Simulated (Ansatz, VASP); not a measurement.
**One calculation of HfMoSe4, two programs**

The input INCAR:

```
ALGO = Normal
EDIFF = 1E-7
ENCUT = 520
GGA = PE
ISIF = 2
ISMEAR = 0
ISPIN = 2
LASPH = T
LCHARG = F
LMAXMIX = 4
LORBIT = 11
LREAL = F
LWAVE = F
MAGMOM = -0.16 1.52 0 0 0 0
NBANDS = 37
NELM = 150
PREC = Accurate
SIGMA = 0.1
```

The input KPOINTS:

```
k-points
0
Gamma
  8 8 8
```

File POSCAR:

```
HfMoSe4
1.0
    0.0000000000      3.9024057130      3.9024057130
    3.9024057130      0.0000000000      3.9024057130
    3.9024057130      3.9024057130      0.0000000000
Hf Mo Se
1 1 4
Direct
    0.0000000000      0.0000000000      0.0000000000
    0.7500000000      0.7500000000      0.7500000000
    0.3751786066      0.3751786066      0.3751786066
    0.3751786066      0.8744641801      0.3751786066
    0.3751786066      0.3751786066      0.8744641801
    0.8744641801      0.3751786066      0.3751786066
```

Input for Ansatz:

```yaml
crystal:
  lattice:
    - [0.0, 3.902405713, 3.902405713]
    - [3.902405713, 0.0, 3.902405713]
    - [3.902405713, 3.902405713, 0.0]
  atoms:
    - { symbol: Hf, position: [0.0, 0.0, 0.0], spin: -0.16 }
    - { symbol: Mo, position: [0.75, 0.75, 0.75], spin: 1.52 }
    - { symbol: Se, position: [0.3751786066, 0.3751786066, 0.3751786066] }
    - { symbol: Se, position: [0.3751786066, 0.8744641801, 0.3751786066] }
    - { symbol: Se, position: [0.3751786066, 0.3751786066, 0.8744641801] }
    - { symbol: Se, position: [0.8744641801, 0.3751786066, 0.3751786066] }
basis:
  ecutwfc: 420
kpoints:
  mp_grid: { grid: [8, 8, 8] }
  band_path:
    path:
      - [[0.0, 0.0, 0.0], [-0.5, -0.5, 0.0], [-0.375, -0.375, 0.25]]
      - [[-0.375, 0.0, 0.375], [0.0, 0.0, 0.0], [0.0, 0.0, 0.5], [-0.5, -0.25, 0.25], [-0.5, -0.5, 0.0]]
    npoints: 14
hamiltonian:
  xc: pbe
scf:
  occupations: { method: gaussian, width: 0.1 }
  n_extra_bands: 15
output:
  forces: true
  stress: true
  eigenvalues: true
  populations: true
  dos: { projected: true, de: 0.02, nscf_kmesh: { grid: [10, 10, 10] } }
  bader: true
  write_density: true
  write_potential: true
  elf: true
  volumetric_format: npy
magnetization:
  spin_polarized: true
checkpoint:
  read: start.run
  write: ck
  compress: false
  write_wavefunctions: false
  write_every: 100000
```

Alike in both runs: task single point; functional PBE; k mesh 8 × 8 × 8; occupations gaussian, width 0.1 eV; collinear spin.

```csv
,VASP,Ansatz
version,VASP 6.6.1,Ansatz 0.2.0
potentials or method,"VASP PAW PBE potentials, release 64 (Hf_pv, Mo_sv, Se), cutoff 520 eV","scalar-relativistic, plane waves, PAW"
valence electrons in the cell,48,104
```

```csv
,VASP,Ansatz,Ansatz less VASP
gap on the k mesh at the Fermi level (eV),none,none,-
pressure (GPa),-0.1,0.0,+0.13
rms of the force components (eV/Å),0.001,0.003,+0.0026
net moment per atom (μB),0.22,0.22,+0.001
size of the moment on the site where the two differ most (μB),1.34,1.38,+0.043
```

Site moments also hang on the region over which each program counts them. Atom by atom the forces differ by 0.003 eV/Å (rms over components). A gap of «none» marks a metal or a gap that the smearing closes. VASP's potentials hold 48 valence electrons a cell and Ansatz's 104, so a difference there can come from the potentials and not from the codes. Ansatz's warnings: stability check not made.

Neither program's run includes spin-orbit coupling.
